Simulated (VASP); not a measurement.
**Ge: single point with LDA**

The system is Ge.

```xyz
1
Lattice="-1.2143 1.2143 1.2143 1.2143 -1.2143 1.2143 1.2143 1.2143 -1.2143" Properties=species:S:1:pos:R:3 pbc="T T T"
Ge    0.0000    0.0000    0.0000
```

This cell differs from its parent crystal: volume scaled by 0.4.

```yaml
Program: VASP 6.6.1
Task: single point
Functional: LDA
Potentials_or_basis: VASP PAW LDA potentials, release 64 (Ge_d)
Cutoff: 520 eV
k_mesh: 18 × 18 × 18
Occupations: fermi-dirac, width 0.1 eV
Spin: no spin polarisation
Dipole_correction: no
Further_INCAR_settings: ALGO = Normal; EDIFF = 1e-06; NBANDS = 13
```

```
Pressure               : 580.6 GPa
Band gap on the k mesh : zero (band 7 reaches 44.91 eV, above the bottom of band 8 at 18.02 eV)
```

Levels at points of the mesh, in eV from the Fermi level:
```tsv
k point	band 3	band 4	band 5	band 6	band 7	band 8	band 9	band 10	band 11	band 12
(0.00, 0.00, 0.00)	-27.76	-26.77	-26.77	-26.14	21.47	21.47	21.47	25.32	25.32	25.32
(0.50, 0.00, 0.00)	-26.82	-26.73	-26.13	-14.05	-9.82	10.31	11.05	14.57	19.86	33.07
(0.50, 0.50, 0.50)	-26.29	-26.29	-26.29	-2.28	-2.28	-2.28	3.39	3.39	8.89	38.75
```

Wall time 7.8 s on 1 thread of AMD EPYC 9R45 96-Core Processor (Zen 5) (shared host), peak memory 0.09 GiB.
